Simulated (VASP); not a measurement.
# Cr (Im-3m) in VASP: further runs

The runs below take Cr through electric field gradients, with PBE.

Program: VASP 6.6.1. These are calculated values, not measurements. Logs are shortened: lines on timing, memory, paths and dates and some standing lists are left out, and cuts for length are marked.

## (1) The cell of the first run

Symmetry: Im-3m, No. 229, cubic system. The conventional cell has a = 2.866 Å, b = 2.866 Å, c = 2.866 Å, α = 90.00°, β = 90.00°, γ = 90.00°. Cr (site symmetry m-3m) has 14 Cr at 2.48 to 2.87 Å within 3.3 Å.

## (2) Electric field gradients, PBE, collinear spin, antiferromagnetic start

The input, INCAR:

```
  PREC = Accurate
  ENCUT = 520
  EDIFF = 1E-8
  ISMEAR = 0
  SIGMA = 0.05
  LREAL = False
  LASPH = True
  NELM = 150
  ALGO = Fast
  ISIF = 2
  LWAVE = False
  LCHARG = False
  ISPIN = 2
  MAGMOM = 1.13 -1.13
  LORBIT = 11
  LMAXMIX = 4
  GGA = PE
  LEFG = True
  NBANDS = 23
```

The input, KPOINTS:

```
Automatic mesh
0
Gamma
  16 16 16
```

The input, POSCAR:

```
Cr
1.0
    2.8664304183      0.0000000000      0.0000000000
    0.0000000000      2.8664304183      0.0000000000
    0.0000000000      0.0000000000      2.8664304183
Cr
2
Direct
    0.0000000000      0.0000000000      0.0000000000
    0.5000000000      0.5000000000      0.5000000000
```

Potentials or basis: VASP PAW PBE potentials, release 64 (Cr_pv).

Started as:

```console
$ cat potpaw_PBE.64/Cr_pv/POTCAR > POTCAR
$ mpirun -np 1 vasp_std > vasp.out
```

OUTCAR:

```text
PREC = Accurate
   ENCUT = 520
   EDIFF = 1E-8
   ISMEAR = 0
   LREAL = False
   LASPH = True
   NELM = 150
   ISIF = 2
   ISPIN = 2
   LORBIT = 11
   GGA = PE

 ion  position               nearest neighbor table
   1  0.000  0.000  0.000-   2 2.48   2 2.48   2 2.48   2 2.48   2 2.48   2 2.48   2 2.48   2 2.48

   2  0.500  0.500  0.500-   1 2.48   1 2.48   1 2.48   1 2.48   1 2.48   1 2.48   1 2.48   1 2.48

  LATTYP: Found a simple cubic cell.
 ALAT       =     2.8664304183

  Lattice vectors:

 A1 = (   2.8664304183,   0.0000000000,   0.0000000000)
 A2 = (   0.0000000000,   2.8664304183,   0.0000000000)
 A3 = (   0.0000000000,   0.0000000000,   2.8664304183)

Analysis of symmetry for initial positions (statically):
=====================================================================
 Subroutine PRICEL returns following result:

  LATTYP: Found a body centered cubic cell.
 ALAT       =     2.8664304183
[... 12 lines left out ...]
 Subroutine GETGRP returns: Found 48 space group operations
 (whereof 48 operations were pure point group operations)
 out of a pool of 48 trial point group operations.

The static configuration has the point symmetry O_h .

Analysis of symmetry for dynamics (positions and initial velocities):
=====================================================================
 Subroutine PRICEL returns following result:

  LATTYP: Found a body centered cubic cell.
 ALAT       =     2.8664304183
[... 12 lines left out ...]
 Subroutine GETGRP returns: Found 48 space group operations
 (whereof 48 operations were pure point group operations)
 out of a pool of 48 trial point group operations.

The dynamic configuration has the point symmetry O_h .

Analysis of structural, dynamic, and magnetic symmetry:
=====================================================================
 Subroutine PRICEL returns following result:

  LATTYP: Found a body centered cubic cell.
 ALAT       =     2.8664304183
[... 12 lines left out ...]
 Subroutine GETGRP returns: Found 48 space group operations
 (whereof 48 operations were pure point group operations)
 out of a pool of 48 trial point group operations.

The overall configuration has the point symmetry O_h .

 Subroutine INISYM returns: Found 48 space group operations
 (whereof 48 operations are pure point group operations),
 and found     2 'primitive' translations

----------------------------------------------------------------------------------------

                                     Primitive cell

  volume of cell :      11.7759

  direct lattice vectors                    reciprocal lattice vectors
     1.433215209  1.433215209 -1.433215209     0.348865960  0.348865960  0.000000000
    -1.433215209  1.433215209  1.433215209    -0.000000000  0.348865960  0.348865960
     1.433215209 -1.433215209  1.433215209     0.348865960  0.000000000  0.348865960

  length of vectors
     2.482401560  2.482401560  2.482401560     0.493370972  0.493370972  0.493370972

  position of ions in fractional coordinates (direct lattice)
     0.000000000  0.000000000  0.000000000

  ion indices of the primitive-cell ions
   primitive index   ion index
                 1           1

----------------------------------------------------------------------------------------

 KPOINTS: Automatic mesh

Automatic generation of k-mesh.
 Grid dimensions read from file:
 generate k-points for:   16   16   16

 Generating k-lattice:

  Cartesian coordinates                     Fractional coordinates (reciprocal lattice)
     0.021804123  0.000000000  0.000000000     0.062500000  0.000000000  0.000000000
     0.000000000  0.021804123  0.000000000     0.000000000  0.062500000  0.000000000
     0.000000000  0.000000000  0.021804123     0.000000000  0.000000000  0.062500000

[... 58 lines left out ...]
   EDIFFG = 0.1E-06   stopping-criterion for IOM
   NSW    =      0    number of steps for IOM
   IBRION =     -1    ionic relax: 0-MD 1-quasi-New 2-CG
   NFREE  =      0    steps in history (QN), initial steepest desc. (CG)
   ISIF   =      2    stress and relaxation
   ISYM   =      2    0-nonsym 1-usesym 2-fastsym
   POTIM  = 0.5000    time-step for ionic-motion
   TEBEG  =    0.0;   TEEND  =   0.0 temperature during run
   PSTRESS=    0.0 pullay stress
   NELECT =      24.0000    total number of electrons
   NUPDOWN=      -1.0000    fix difference up-down
   EMIN   =  10.00;   EMAX   =-10.00  energy-range for DOS
   EFERMI =   0.00;   METHOD = LEGACY
   ISMEAR =     0;   SIGMA  =   0.05  broadening in eV -4-tet -1-fermi 0-gaus
   EFERMI_NEDOS =   21; number of points for ismear=-14 and -15
   IALGO  =     68    algorithm
   IMIX   =      4    mixing-type and parameters
     AMIX     =   0.40;   BMIX     =  1.00
     AMIX_MAG =   1.60;   BMIX_MAG =  1.00
  volume/ion in A,a.u.               =      11.78        79.47
  Fermi-wavevector in a.u.,A,eV,Ry     =   1.647418  3.113169 36.926028  2.713986
  Thomas-Fermi vector in A             =   2.736880
   LORBIT       =     11    0 simple, 1 ext, 2 COOP (PROOUT), +10 PAW based schemes
   GGA     = PE    functional components
   LHFCALC =     F    Hartree Fock is set to
   AEXX    =    0.0000 exact exchange contribution
   IVDW    =     0    specifies the selected vdW correction
   LEPSILON=     F    determine dielectric tensor
   LRPA    =     F    only Hartree local field effects (RPA)
 spin polarized calculation
 RMM-DIIS sequential band-by-band and
 Gauss-broadening in eV      SIGMA  =   0.05
  energy-cutoff  :      520.00
  volume of cell :       23.55
 maximum number of plane-waves:       655
 NGX is ok and might be reduce to    24
   NGX = 11   NGY = 11   NGZ = 11

 number of electron      23.9999978 magnetization       0.0000000

 number of electron      23.9999978 magnetization      -0.0000000

 Free energy of the ion-electron system (eV)
  ---------------------------------------------------
  ext. energy  EPLUGINS =         0.00000000
  ---------------------------------------------------
  free energy    TOTEN  =       -19.06091862 eV

  energy without entropy =      -19.05989532  energy(sigma->0) =      -19.06040697

 E-fermi :  10.6573     XC(G=0): -13.5428

 val. band max:       10.6474169675   @ k =   0.5000   0.4375   0.1250
 cond. band min:      10.6611099579   @ k =   0.4375   0.4375   0.0625
 fundamental gap:      0.0136929904
 Fermi energy:        10.6572580113

 spin component 1

 k-point     1 :       0.0000    0.0000    0.0000
  band No.  band energies     occupation
      1     -32.8660      1.00000
      2     -32.8660      1.00000
      3     -32.8660      1.00000
      4     -31.5927      1.00000
      5     -31.5927      1.00000
      6     -31.5927      1.00000
[... 613 lines left out ...]
     22      25.9257      0.00000
     23      29.0676      0.00000

 [... further k-points ...]

 spin component 2

 k-point     1 :       0.0000    0.0000    0.0000
  band No.  band energies     occupation
      1     -32.8660      1.00000
      2     -32.8660      1.00000
      3     -32.8660      1.00000
      4     -31.5927      1.00000
      5     -31.5927      1.00000
      6     -31.5927      1.00000
[... 613 lines left out ...]
     22      25.9257      0.00000
     23      29.0589      0.00000

 [... further k-points ...]

------------------------ aborting loop because EDIFF is reached ----------------------------------------

  FORCE on cell =-STRESS in cart. coord.  units (eV):
  Direction    XX          YY          ZZ          XY          YZ          ZX
  --------------------------------------------------------------------------------------
  -------------------------------------------------------------------------------------
  Total       -0.0103744     -0.0103744     -0.0103744     -0.0000000      0.0000000     -0.0000000
  in kB       -0.7057508     -0.7057508     -0.7057508     -0.0000000      0.0000000     -0.0000000
  external PRESSURE =      -0.7057508 kB  Pullay stress =       0.0000000 kB

 VOLUME and BASIS-vectors are now :
 -----------------------------------------------------------------------------
  energy-cutoff  :      520.00
  volume of cell :       23.55
      direct lattice vectors                 reciprocal lattice vectors
     2.866430418  0.000000000  0.000000000     0.348865960  0.000000000  0.000000000
     0.000000000  2.866430418  0.000000000     0.000000000  0.348865960  0.000000000
     0.000000000  0.000000000  2.866430418     0.000000000  0.000000000  0.348865960

 POSITION                                       TOTAL-FORCE (eV/Angst)
 -----------------------------------------------------------------------------------
      0.00000      0.00000      0.00000         0.000000      0.000000      0.000000
      1.43322      1.43322      1.43322        -0.000000     -0.000000     -0.000000
 -----------------------------------------------------------------------------------
    total drift:                                0.000000      0.000000     -0.000000

  FREE ENERGIE OF THE ION-ELECTRON SYSTEM (eV)
  ---------------------------------------------------
  free  energy   TOTEN  =       -19.0609186246 eV

  energy  without entropy=      -19.0598953244  energy(sigma->0) =      -19.06040697

 Electric field gradients (V/A^2)
---------------------------------------------------------------------
 ion       V_xx      V_yy      V_zz      V_xy      V_xz      V_yz
---------------------------------------------------------------------
   1       0.000    -0.000     0.000     0.000     0.000    -0.000
   2       0.000    -0.000     0.000     0.000     0.000    -0.000
---------------------------------------------------------------------

 Electric field gradients after diagonalization (V/A^2)
 (convention: |V_zz| > |V_xx| > |V_yy|)
----------------------------------------------------------------------
 ion       V_xx      V_yy      V_zz     asymmetry (V_yy - V_xx)/ V_zz
----------------------------------------------------------------------
   1       0.000    -0.000     0.000      -0.505
   2       0.000    -0.000     0.000      -0.452
----------------------------------------------------------------------

           NMR quadrupolar parameters

 Cq : quadrupolar parameter    Cq=e*Q*V_zz/h
 eta: asymmetry parameters     (V_yy - V_xx)/ V_zz
 Q  : nuclear electric quadrupole moment in mb (millibarn)
----------------------------------------------------------------------
 ion       Cq(MHz)       eta       Q (mb)
----------------------------------------------------------------------
   1       0.000      -0.505       1.000
   2       0.000      -0.452       1.000
----------------------------------------------------------------------

 total charge

# of ion       s       p       d       tot
------------------------------------------
    1        0.433   6.391   4.195  11.020
    2        0.433   6.391   4.195  11.020
--------------------------------------------------
tot          0.867  12.783   8.391  22.040

 magnetization (x)

# of ion       s       p       d       tot
------------------------------------------
    1        0.014   0.008   1.103   1.126
    2       -0.014  -0.008  -1.103  -1.126
--------------------------------------------------
tot         -0.000   0.000   0.000  -0.000
```

Run time: 5.1 min. Hardware: 1 thread of Oxide Virtual Turin-like, shared host; peak memory 0.2 GiB.

What came out:

* Free energy: -19.0609 eV
* Pressure: -0.1 GPa
* Band gap on the k mesh: zero (filled and empty bands overlap)
* Net moment: 0.00 μB per cell
* Site moments: Cr +1.13, -1.13 μB
* Valence electrons inside the program's atomic spheres: Cr 11.02

Levels at points of the mesh, in eV from the Fermi level:
Spin up:
```csv
k point,band 9,band 10,band 11,band 12,band 13,band 14,band 15,band 16
"(0.00, 0.00, 0.00)",-4.12,-0.85,-0.85,-0.85,1.28,1.28,2.63,2.63
"(0.50, 0.00, 0.00)",-2.02,-1.25,-0.78,-0.78,0.22,0.25,0.25,1.39
"(0.50, 0.50, 0.00)",-2.33,-2.33,1.12,1.12,1.13,1.14,1.39,2.04
"(0.50, 0.50, 0.50)",-2.54,-1.83,-1.83,-1.83,1.18,1.18,2.11,2.11
```
Spin down:
| k point | band 10 | band 11 | band 12 | band 13 | band 14 | band 15 |
| --- | --- | --- | --- | --- | --- | --- |
| (0.00, 0.00, 0.00) | -0.85 | -0.85 | -0.85 | 1.28 | 1.28 | 2.63 |
| (0.50, 0.00, 0.00) | -1.25 | -0.78 | -0.78 | 0.22 | 0.25 | 0.25 |
| (0.50, 0.50, 0.00) | -2.33 | 1.12 | 1.12 | 1.13 | 1.14 | 1.39 |
| (0.50, 0.50, 0.50) | -1.83 | -1.83 | -1.83 | 1.18 | 1.18 | 2.11 |

Caveat: without QUAD_EFG the Cq values of the log hold for a quadrupole moment of 1 mb, not for the nuclei.

## (3) Electric field gradients, PBE, collinear spin, antiferromagnetic start

This run uses another cell than the first one, of 11.99 Å³/atom, 1.018 times its volume.

The input, INCAR:

```
SYSTEM = Cr
  PREC = Accurate
  ENCUT = 520
  EDIFF = 1E-8
  ISMEAR = 0
  SIGMA = 0.05
  LREAL = .False.
  LASPH = .True.
  NELM = 150
  ALGO = Normal
  ISIF = 2
  LWAVE = .False.
  LCHARG = .False.
  ISPIN = 2
  MAGMOM = 1.13 -1.13
  LORBIT = 11
  LMAXMIX = 4
  GGA = PE
  LEFG = .True.
  NBANDS = 23
```

The input, KPOINTS:

```
regular mesh
0
Gamma
  16 16 16
  0 0 0
```

The input, POSCAR:

```
Cr
1.0
    2.8839000000      0.0000000000      0.0000000000
    0.0000000000      2.8839000000      0.0000000000
    0.0000000000      0.0000000000      2.8839000000
Cr
2
Direct
    0.0000000000      0.0000000000      0.0000000000
    0.5000000000      0.5000000000      0.5000000000
```

Potentials or basis: VASP PAW PBE potentials, release 64 (Cr_pv).

Started as:

```console
$ cat potpaw_PBE.64/Cr_pv/POTCAR > POTCAR
$ mpirun -np 1 vasp_std > vasp.out
```

OUTCAR:

```text
SYSTEM = Cr
   PREC = Accurate
   ENCUT = 520
   EDIFF = 1E-8
   ISMEAR = 0
   LREAL = .False.
   LASPH = .True.
   NELM = 150
   ISIF = 2
   ISPIN = 2
   LORBIT = 11
   GGA = PE

 ion  position               nearest neighbor table
   1  0.000  0.000  0.000-   2 2.50   2 2.50   2 2.50   2 2.50   2 2.50   2 2.50   2 2.50   2 2.50

   2  0.500  0.500  0.500-   1 2.50   1 2.50   1 2.50   1 2.50   1 2.50   1 2.50   1 2.50   1 2.50

  LATTYP: Found a simple cubic cell.
 ALAT       =     2.8839000000

  Lattice vectors:

 A1 = (   2.8839000000,   0.0000000000,   0.0000000000)
 A2 = (   0.0000000000,   2.8839000000,   0.0000000000)
 A3 = (   0.0000000000,   0.0000000000,   2.8839000000)

Analysis of symmetry for initial positions (statically):
=====================================================================
 Subroutine PRICEL returns following result:

  LATTYP: Found a body centered cubic cell.
 ALAT       =     2.8839000000
[... 12 lines left out ...]
 Subroutine GETGRP returns: Found 48 space group operations
 (whereof 48 operations were pure point group operations)
 out of a pool of 48 trial point group operations.

The static configuration has the point symmetry O_h .

[... 1485 lines left out ...]
  ---------------------------------------------------
  free  energy   TOTEN  =       -19.0566514421 eV

  energy  without entropy=      -19.0555910554  energy(sigma->0) =      -19.05612125

 Electric field gradients (V/A^2)
---------------------------------------------------------------------
 ion       V_xx      V_yy      V_zz      V_xy      V_xz      V_yz
---------------------------------------------------------------------
   1       0.000     0.000    -0.000     0.000     0.000    -0.000
   2       0.000     0.000    -0.000     0.000     0.000     0.000
---------------------------------------------------------------------

 Electric field gradients after diagonalization (V/A^2)
 (convention: |V_zz| > |V_xx| > |V_yy|)
----------------------------------------------------------------------
 ion       V_xx      V_yy      V_zz     asymmetry (V_yy - V_xx)/ V_zz
----------------------------------------------------------------------
   1       0.000     0.000    -0.000       0.039
   2       0.000     0.000    -0.000       0.014
----------------------------------------------------------------------

           NMR quadrupolar parameters

 Cq : quadrupolar parameter    Cq=e*Q*V_zz/h
 eta: asymmetry parameters     (V_yy - V_xx)/ V_zz
 Q  : nuclear electric quadrupole moment in mb (millibarn)
----------------------------------------------------------------------
 ion       Cq(MHz)       eta       Q (mb)
----------------------------------------------------------------------
   1      -0.000       0.039       1.000
   2      -0.000       0.014       1.000
----------------------------------------------------------------------

 total charge

# of ion       s       p       d       tot
------------------------------------------
    1        0.427   6.380   4.176  10.983
    2        0.427   6.380   4.176  10.983
--------------------------------------------------
tot          0.853  12.760   8.351  21.965

 magnetization (x)

# of ion       s       p       d       tot
------------------------------------------
    1        0.016   0.010   1.222   1.248
    2       -0.016  -0.010  -1.222  -1.248
--------------------------------------------------
tot          0.000   0.000   0.000   0.000
```

Run time: 4.2 min. Hardware: 1 thread of Oxide Virtual Turin-like, shared host; peak memory 0.2 GiB.

Results:

| Property | Result |
| --- | --- |
| Free energy | -19.0567 eV |
| Pressure | -3.2 GPa |
| Band gap on the k mesh | zero (filled and empty bands overlap) |
| Net moment | 0.00 μB per cell |
| Site moments | Cr +1.25, -1.25 μB |
| Valence electrons inside the program's atomic spheres | Cr 10.98 |

Levels at points of the mesh, in eV from the Fermi level:
Spin up:
| k point | band 10 | band 11 | band 12 | band 13 | band 14 | band 15 |
| --- | --- | --- | --- | --- | --- | --- |
| (0.00, 0.00, 0.00) | -0.84 | -0.84 | -0.84 | 1.28 | 1.28 | 2.62 |
| (0.50, 0.00, 0.00) | -1.14 | -0.81 | -0.81 | 0.16 | 0.33 | 0.33 |
| (0.50, 0.50, 0.00) | -2.27 | 1.05 | 1.08 | 1.08 | 1.11 | 1.40 |
| (0.50, 0.50, 0.50) | -1.74 | -1.74 | -1.74 | 1.11 | 1.11 | 2.14 |
Spin down:
```tsv
k point	band 10	band 11	band 12	band 13	band 14	band 15
(0.00, 0.00, 0.00)	-0.84	-0.84	-0.84	1.28	1.28	2.62
(0.50, 0.00, 0.00)	-1.14	-0.81	-0.81	0.16	0.33	0.33
(0.50, 0.50, 0.00)	-2.27	1.05	1.08	1.08	1.11	1.40
(0.50, 0.50, 0.50)	-1.74	-1.74	-1.74	1.11	1.11	2.14
```

Caveat: without QUAD_EFG the Cq values of the log hold for a quadrupole moment of 1 mb, not for the nuclei.
